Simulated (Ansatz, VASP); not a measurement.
## Two plane-wave programs on Ge

```xyz
12
Lattice="5.9372 0.0000 0.0000 0.0000 5.9372 0.0000 0.0000 0.0000 7.0807" Properties=species:S:1:pos:R:3 pbc="T T T"
Ge    0.5082    0.5082    0.0000
Ge    2.4604    3.4769    5.3105
Ge    3.4769    2.4604    1.7702
Ge    5.4290    5.4290    3.5403
Ge    1.0060    2.2092    1.7378
Ge    0.7594    3.9746    7.0483
Ge    5.1778    1.9626    3.5080
Ge    3.9746    0.7594    0.0323
Ge    1.9626    5.1778    3.5726
Ge    4.9312    3.7280    5.2782
Ge    2.2092    1.0060    5.3428
Ge    3.7280    4.9312    1.8025
```

Alike in both runs: task single point; functional r2SCAN; k mesh 4 × 4 × 4; occupations gaussian, width 0.1 eV; no spin polarisation.

```csv
,VASP,Ansatz
version,VASP 6.6.1,Ansatz 0.2.0
potentials or method,"VASP PAW PBE potentials, release 64 (Ge_d), cutoff 520 eV","scalar-relativistic, plane waves, PAW"
valence electrons in the cell,168,168
```

```tsv
	VASP	Ansatz	Ansatz less VASP
gap on the k mesh at the Fermi level (eV)	1.25	1.27	+0.011
least direct gap on the mesh (eV)	1.52	1.53	+0.009
pressure (GPa)	0.3	0.3	-0.04
traceless stress, the component that is largest in VASP (GPa)	-0.12	-0.12	+0.006
rms of the force components (eV/Å)	0.009	0.011	+0.0019
```

VASP's potentials were made for PBE, not for r2SCAN. Atom by atom the forces differ by 0.003 eV/Å (rms over components). With one functional, cell and mesh, what is left measures potentials, basis and numerics.
